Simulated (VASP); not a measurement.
# Ni (Fm-3m) in VASP: further runs

Ni is run at these levels: LDA; tasks: single point.

Everything below comes from runs of VASP 6.6.1. Logs are shortened: lines on timing, memory, paths and dates and some standing lists are left out, and cuts for length are marked.

**1. The cell of the first run**

The structure is cubic, space group Fm-3m (No. 225). Conventional cell: a = 3.424 Å, b = 3.424 Å, c = 3.424 Å, α = 90.00°, β = 90.00°, γ = 90.00°. Within 3.2 Å of Ni (site symmetry m-3m) lie 12 Ni at 2.42 Å.

**2. Single point, LDA, collinear spin, ferromagnetic start**

Input file INCAR:

```
SYSTEM = Ni
PREC = Accurate ; ENCUT = 520
EDIFF = 1E-6 ; ISMEAR = 0
SIGMA = 0.15 ; LREAL = .False.
LASPH = .True. ; NELM = 150
ALGO = Normal ; ISIF = 2
LWAVE = .False. ; LCHARG = .False.
ISPIN = 2 ; MAGMOM = 0.75
LORBIT = 11 ; NUPDOWN = 0.75
LMAXMIX = 4 ; GGA = CA
NBANDS = 15
```

Input file KPOINTS:

```
Automatic mesh
0
Gamma
  24 24 24
  0 0 0
```

Input file POSCAR:

```
Ni
1.0
    0.0000000000      1.7121260312      1.7121260312
    1.7121260312      0.0000000000      1.7121260312
    1.7121260312      1.7121260312      0.0000000000
Ni
1
Direct
    0.0000000000      0.0000000000      0.0000000000
```

Potentials or basis: VASP PAW LDA potentials, release 64 (Ni).

Started as:

```bash
> cat potpaw_LDA.64/Ni/POTCAR > POTCAR
> mpirun -np 1 vasp_std > vasp.out
```

OUTCAR:

```text
SYSTEM = Ni
   PREC = Accurate
   ENCUT = 520
   EDIFF = 1E-6
   ISMEAR = 0
   LREAL = .False.
   LASPH = .True.
   NELM = 150
   ISIF = 2
   ISPIN = 2
   LORBIT = 11
   NUPDOWN = 0.75
   GGA = CA

 ion  position               nearest neighbor table
   1  0.000  0.000  0.000-

  LATTYP: Found a face centered cubic cell.
 ALAT       =     3.4242520624

  Lattice vectors:

 A1 = (   0.0000000000,   1.7121260312,   1.7121260312)
 A2 = (   1.7121260312,   0.0000000000,   1.7121260312)
 A3 = (   1.7121260312,   1.7121260312,   0.0000000000)

Analysis of symmetry for initial positions (statically):
=====================================================================
 Subroutine PRICEL returns:
 Original cell was already a primitive cell.

 Routine SETGRP: Setting up the symmetry group for a
 face centered cubic supercell.

 Subroutine GETGRP returns: Found 48 space group operations
 (whereof 48 operations were pure point group operations)
 out of a pool of 48 trial point group operations.

The static configuration has the point symmetry O_h .

Analysis of symmetry for dynamics (positions and initial velocities):
=====================================================================
 Subroutine PRICEL returns:
 Original cell was already a primitive cell.

 Routine SETGRP: Setting up the symmetry group for a
 face centered cubic supercell.

 Subroutine GETGRP returns: Found 48 space group operations
 (whereof 48 operations were pure point group operations)
 out of a pool of 48 trial point group operations.

The dynamic configuration has the point symmetry O_h .

Analysis of structural, dynamic, and magnetic symmetry:
=====================================================================
 Subroutine PRICEL returns:
 Original cell was already a primitive cell.

 Routine SETGRP: Setting up the symmetry group for a
 face centered cubic supercell.

 Subroutine GETGRP returns: Found 48 space group operations
 (whereof 48 operations were pure point group operations)
 out of a pool of 48 trial point group operations.

The overall configuration has the point symmetry O_h .

 Subroutine INISYM returns: Found 48 space group operations
 (whereof 48 operations are pure point group operations),
 and found     1 'primitive' translations

----------------------------------------------------------------------------------------

                                     Primitive cell

  volume of cell :      10.0378

  direct lattice vectors                    reciprocal lattice vectors
     0.000000000  1.712126031  1.712126031    -0.292034576  0.292034576  0.292034576
     1.712126031  0.000000000  1.712126031     0.292034576 -0.292034576  0.292034576
     1.712126031  1.712126031  0.000000000     0.292034576  0.292034576 -0.292034576

  length of vectors
     2.421311854  2.421311854  2.421311854     0.505818724  0.505818724  0.505818724

  position of ions in fractional coordinates (direct lattice)
     0.000000000  0.000000000  0.000000000

  ion indices of the primitive-cell ions
   primitive index   ion index
                 1           1

----------------------------------------------------------------------------------------

 KPOINTS: Automatic mesh

Automatic generation of k-mesh.
 Grid dimensions read from file:
 generate k-points for:   24   24   24

 Generating k-lattice:

  Cartesian coordinates                     Fractional coordinates (reciprocal lattice)
    -0.012168107  0.012168107  0.012168107     0.041666667  0.000000000  0.000000000
     0.012168107 -0.012168107  0.012168107     0.000000000  0.041666667  0.000000000
     0.012168107  0.012168107 -0.012168107     0.000000000  0.000000000  0.041666667

  Length of vectors
     0.021075780  0.021075780  0.021075780

  Shift w.r.t. Gamma in fractional coordinates (k-lattice)
     0.000000000  0.000000000  0.000000000

 Subroutine IBZKPT returns following result:
 ===========================================

 Found    413 irreducible k-points:

 Following reciprocal coordinates:
            Coordinates               Weight
  0.000000  0.000000  0.000000      1.000000
  0.041667  0.000000  0.000000      8.000000
  0.083333  0.000000  0.000000      8.000000
  0.125000  0.000000  0.000000      8.000000
  0.166667  0.000000  0.000000      8.000000
  0.208333  0.000000  0.000000      8.000000
[... 16 lines left out ...]
  0.416667  0.041667  0.000000     24.000000
  0.458333  0.041667  0.000000     24.000000
 [... further k-points ...]
   k-points           NKPTS =    413   k-points in BZ     NKDIM =    413   number of bands    NBANDS=     15
   number of dos      NEDOS =    301   number of ions     NIONS =      1
   total plane-waves  NPLWV =   5832
   dimension x,y,z NGX =    18 NGY =   18 NGZ =   18
   dimension x,y,z NGXF=    36 NGYF=   36 NGZF=   36
   ions per type =               1
   NGX,Y,Z   is equivalent  to a cutoff of  12.36, 12.36, 12.36 a.u.
   NGXF,Y,Z  is equivalent  to a cutoff of  24.72, 24.72, 24.72 a.u.
 SYSTEM =  Ni
   PREC   = accura    normal or accurate (medium, high low for compatibility)
   ISTART =      0    job   : 0-new  1-cont  2-samecut
   ICHARG =      2    charge: 1-file 2-atom 10-const
   ISPIN  =      2    spin polarized calculation?
   LNONCOLLINEAR =      F non collinear calculations
   LSORBIT =      F    spin-orbit coupling
   LASPH  =      T    aspherical Exc in radial PAW
   ENCUT  =  520.0 eV  38.22 Ry    6.18 a.u.   4.50  4.50  4.50*2*pi/ulx,y,z
   NELM   =    150;   NELMIN=  2; NELMDL= -5     # of ELM steps
   EDIFF  = 0.1E-05   stopping-criterion for ELM
   LREAL  =      F    real-space projection
   EDIFFG = 0.1E-04   stopping-criterion for IOM
   NSW    =      0    number of steps for IOM
   IBRION =     -1    ionic relax: 0-MD 1-quasi-New 2-CG
   NFREE  =      0    steps in history (QN), initial steepest desc. (CG)
   ISIF   =      2    stress and relaxation
   ISYM   =      2    0-nonsym 1-usesym 2-fastsym
   POTIM  = 0.5000    time-step for ionic-motion
   TEBEG  =    0.0;   TEEND  =   0.0 temperature during run
   PSTRESS=    0.0 pullay stress
   NELECT =      10.0000    total number of electrons
   NUPDOWN=       0.7500    fix difference up-down
   EMIN   =  10.00;   EMAX   =-10.00  energy-range for DOS
   EFERMI =   0.00;   METHOD = LEGACY
   ISMEAR =     0;   SIGMA  =   0.15  broadening in eV -4-tet -1-fermi 0-gaus
   EFERMI_NEDOS =   21; number of points for ismear=-14 and -15
   IALGO  =     38    algorithm
   IMIX   =      4    mixing-type and parameters
     AMIX     =   0.40;   BMIX     =  1.00
     AMIX_MAG =   1.60;   BMIX_MAG =  1.00
  volume/ion in A,a.u.               =      10.04        67.74
  Fermi-wavevector in a.u.,A,eV,Ry     =   1.635043  3.089783 36.373335  2.673365
  Thomas-Fermi vector in A             =   2.726581
   LORBIT       =     11    0 simple, 1 ext, 2 COOP (PROOUT), +10 PAW based schemes
   GGA     = CA    functional components
   LHFCALC =     F    Hartree Fock is set to
   AEXX    =    0.0000 exact exchange contribution
   IVDW    =     0    specifies the selected vdW correction
   LEPSILON=     F    determine dielectric tensor
   LRPA    =     F    only Hartree local field effects (RPA)
 spin polarized calculation
 Gauss-broadening in eV      SIGMA  =   0.15
  energy-cutoff  :      520.00
  volume of cell :       10.04
 maximum number of plane-waves:       290
 NGX is ok and might be reduce to    18
   NGX =  9   NGY =  9   NGZ =  9

 number of electron      10.0000000 magnetization       0.7500000

 number of electron       9.9999991 magnetization       0.7499999

 Free energy of the ion-electron system (eV)
  ---------------------------------------------------
  ext. energy  EPLUGINS =         0.00000000
  ---------------------------------------------------
  free energy    TOTEN  =        -6.56782650 eV

  energy without entropy =       -6.55043665  energy(sigma->0) =       -6.55913157

 E-fermi :  10.1925     XC(G=0): -14.1012

 val. band max:       10.6910143675   @ k =  -0.2500   0.2083   0.0417
 cond. band min:      10.1929883175   @ k =  -0.4167   0.5000   0.0833
 fundamental gap:     -0.4980260500
 Fermi energy:        10.6920792093

 spin component 1

 k-point     1 :       0.0000    0.0000    0.0000
  band No.  band energies     occupation
      1       0.6473      1.00000
      2       7.5537      1.00000
      3       7.5537      1.00000
      4       7.5537      1.00000
      5       8.8398      1.00000
      6       8.8398      1.00000
      7      34.6650      0.00000
      8      39.0559      0.00000
      9      39.0559      0.00000
     10      39.0559      0.00000
     11      42.3004      0.00000
     12      42.3004      0.00000
     13      42.3004      0.00000
     14      45.2964      0.00000
     15      52.2083      0.00000
[... 397 lines left out ...]
 k-point    24 :       0.4583    0.0417    0.0000
  band No.  band energies     occupation
      1       4.8991      1.00000
      2       7.5291      1.00000
      3       7.5967      1.00000
      4       8.8557      1.00000
      5       9.6021      1.00000
      6      10.0352      1.00000
      7      17.2580      0.00000
      8      32.9811      0.00000
      9      35.2374      0.00000
     10      35.9939      0.00000
     11      39.7621      0.00000
     12      40.3073      0.00000
     13      46.1891      0.00000
     14      55.0572      0.00000
     15      56.6639      0.00000

 [... further k-points ...]

 spin component 2

 k-point     1 :       0.0000    0.0000    0.0000
  band No.  band energies     occupation
      1       0.7376      1.00000
      2       8.2953      1.00000
      3       8.2953      1.00000
      4       8.2953      1.00000
      5       9.5429      1.00000
      6       9.5429      1.00000
      7      34.6888      0.00000
      8      39.1509      0.00000
      9      39.1509      0.00000
     10      39.1509      0.00000
     11      42.5357      0.00000
     12      42.5357      0.00000
     13      42.5357      0.00000
     14      45.3154      0.00000
     15      52.4632      0.00000
[... 397 lines left out ...]
 k-point    24 :       0.4583    0.0417    0.0000
  band No.  band energies     occupation
      1       5.3466      1.00000
      2       8.2007      1.00000
      3       8.2787      1.00000
      4       9.2111      1.00000
      5      10.3942      0.02865
      6      10.6270      0.00002
      7      17.6906      0.00000
      8      33.0159      0.00000
      9      35.4210      0.00000
     10      36.1730      0.00000
     11      39.9422      0.00000
     12      40.4901      0.00000
     13      46.4478      0.00000
     14      55.9578      0.00000
     15      57.5622      0.00000

 [... further k-points ...]
[... 5 lines left out ...]
  --------------------------------------------------------------------------------------
  -------------------------------------------------------------------------------------
  Total        0.0641519      0.0641519      0.0641519     -0.0000000      0.0000000      0.0000000
  in kB       10.2395990     10.2395990     10.2395990     -0.0000000      0.0000000      0.0000000
  external PRESSURE =      10.2395990 kB  Pullay stress =       0.0000000 kB

 VOLUME and BASIS-vectors are now :
 -----------------------------------------------------------------------------
  energy-cutoff  :      520.00
  volume of cell :       10.04
      direct lattice vectors                 reciprocal lattice vectors
     0.000000000  1.712126031  1.712126031    -0.292034576  0.292034576  0.292034576
     1.712126031  0.000000000  1.712126031     0.292034576 -0.292034576  0.292034576
     1.712126031  1.712126031  0.000000000     0.292034576  0.292034576 -0.292034576

 POSITION                                       TOTAL-FORCE (eV/Angst)
 -----------------------------------------------------------------------------------
      0.00000      0.00000      0.00000         0.000000      0.000000      0.000000
 -----------------------------------------------------------------------------------
    total drift:                                0.000000     -0.000000      0.000000

  FREE ENERGIE OF THE ION-ELECTRON SYSTEM (eV)
  ---------------------------------------------------
  free  energy   TOTEN  =        -6.5678265017 eV

  energy  without entropy=       -6.5504366464  energy(sigma->0) =       -6.55913157

 total charge

# of ion       s       p       d       tot
------------------------------------------
    1        0.540   0.580   8.351   9.471

 magnetization (x)

# of ion       s       p       d       tot
------------------------------------------
    1        0.000  -0.009   0.754   0.745
```

It took 62 s on 1 thread of AMD EPYC 9R45 (Zen 5), shared host; peak memory 0.16 GiB.

Results:

* Free energy: -6.5678 eV
* Pressure: 1.0 GPa
* Net moment: 0.75 μB per cell
* Site moments: Ni +0.74 μB
* Valence electrons inside the program's atomic spheres: Ni 9.47

Caveat: the total moment is fixed, so each spin has its own Fermi level.

**3. Single point, LDA, collinear spin, ferromagnetic start**

Input file INCAR:

```
SYSTEM = Ni
ALGO = Normal
EDIFF = 1E-6
ENCUT = 520
GGA = CA
ISIF = 2
ISMEAR = 0
ISPIN = 2
LASPH = .True.
LCHARG = .False.
LMAXMIX = 4
LORBIT = 11
LREAL = .False.
LWAVE = .False.
MAGMOM = 0.25
NBANDS = 15
NELM = 150
NUPDOWN = 0.25
PREC = Accurate
SIGMA = 0.15
```

Input file KPOINTS:

```
k-points
0
Gamma
  24 24 24
  0 0 0
```

POSCAR is that of step 2.

Potentials or basis: VASP PAW LDA potentials, release 64 (Ni).

Started as:

```bash
> cat potpaw_LDA.64/Ni/POTCAR > POTCAR
> mpirun -np 1 vasp_std > vasp.out
```

OUTCAR:

```text
SYSTEM = Ni
   EDIFF = 1E-6
   ENCUT = 520
   GGA = CA
   ISIF = 2
   ISMEAR = 0
   ISPIN = 2
   LASPH = .True.
   LORBIT = 11
   LREAL = .False.
   NELM = 150
   NUPDOWN = 0.25
   PREC = Accurate

 ion  position               nearest neighbor table
   1  0.000  0.000  0.000-

  LATTYP: Found a face centered cubic cell.
 ALAT       =     3.4242520624

  Lattice vectors:

 A1 = (   0.0000000000,   1.7121260312,   1.7121260312)
 A2 = (   1.7121260312,   0.0000000000,   1.7121260312)
 A3 = (   1.7121260312,   1.7121260312,   0.0000000000)

Analysis of symmetry for initial positions (statically):
=====================================================================
 Subroutine PRICEL returns:
 Original cell was already a primitive cell.

 Routine SETGRP: Setting up the symmetry group for a
 face centered cubic supercell.

 Subroutine GETGRP returns: Found 48 space group operations
 (whereof 48 operations were pure point group operations)
 out of a pool of 48 trial point group operations.
[... 624 lines left out ...]
  band No.  band energies     occupation
      1       0.6979      1.00000
      2       8.1059      1.00000
      3       8.1059      1.00000
      4       8.1059      1.00000
      5       9.3676      1.00000
      6       9.3676      1.00000
      7      34.6664      0.00000
      8      39.1089      0.00000
      9      39.1089      0.00000
     10      39.1089      0.00000
     11      42.4632      0.00000
     12      42.4632      0.00000
     13      42.4632      0.00000
     14      45.2887      0.00000
[... 403 lines left out ...]
      4       9.1210      1.00000
      5      10.1950      0.34629
      6      10.4620      0.00179
      7      17.5704      0.00000
      8      32.9879      0.00000
      9      35.3603      0.00000
     10      36.1135      0.00000
     11      39.8819      0.00000
     12      40.4295      0.00000
     13      46.3735      0.00000
     14      55.7937      0.00000
     15      57.2799      0.00000

 [... further k-points ...]
[... 5 lines left out ...]
  --------------------------------------------------------------------------------------
  -------------------------------------------------------------------------------------
  Total       -0.0632609     -0.0632609     -0.0632609      0.0000000     -0.0000000     -0.0000000
  in kB      -10.0973843    -10.0973843    -10.0973843      0.0000000     -0.0000000     -0.0000000
  external PRESSURE =     -10.0973843 kB  Pullay stress =       0.0000000 kB

 VOLUME and BASIS-vectors are now :
 -----------------------------------------------------------------------------
  energy-cutoff  :      520.00
  volume of cell :       10.04
      direct lattice vectors                 reciprocal lattice vectors
     0.000000000  1.712126031  1.712126031    -0.292034576  0.292034576  0.292034576
     1.712126031  0.000000000  1.712126031     0.292034576 -0.292034576  0.292034576
     1.712126031  1.712126031  0.000000000     0.292034576  0.292034576 -0.292034576

 POSITION                                       TOTAL-FORCE (eV/Angst)
 -----------------------------------------------------------------------------------
      0.00000      0.00000      0.00000         0.000000      0.000000      0.000000
 -----------------------------------------------------------------------------------
    total drift:                                0.000000     -0.000000      0.000000

  FREE ENERGIE OF THE ION-ELECTRON SYSTEM (eV)
  ---------------------------------------------------
  free  energy   TOTEN  =        -6.5682298305 eV

  energy  without entropy=       -6.5349396040  energy(sigma->0) =       -6.55158472

 total charge

# of ion       s       p       d       tot
------------------------------------------
    1        0.533   0.568   8.374   9.475

 magnetization (x)

# of ion       s       p       d       tot
------------------------------------------
    1       -0.003  -0.010   0.264   0.251
```

stdout:

```text
POSCAR found type information on POSCAR Ni
 POSCAR found :  1 types and       1 ions
 scaLAPACK will be used
 LDA part: xc-table for (Slater(with rela. corr.)+CA(PZ))
 , standard interpolation
 POSCAR, INCAR and KPOINTS ok, starting setup
 FFT: planning ... GRIDC
 FFT: planning ... GRID_SOFT
 FFT: planning ... GRID
 WAVECAR not read
 entering main loop
```

It took 59 s on 1 thread of AMD EPYC 9R45 (Zen 5), shared host; peak memory 0.16 GiB.

Results:

```
Free energy                                           : -6.5682 eV
Pressure                                              : -1.0 GPa
Net moment                                            : 0.25 μB per cell
Site moments                                          : Ni +0.25 μB
Valence electrons inside the program's atomic spheres : Ni 9.47
```

Caveat: the total moment is fixed, so each spin has its own Fermi level.
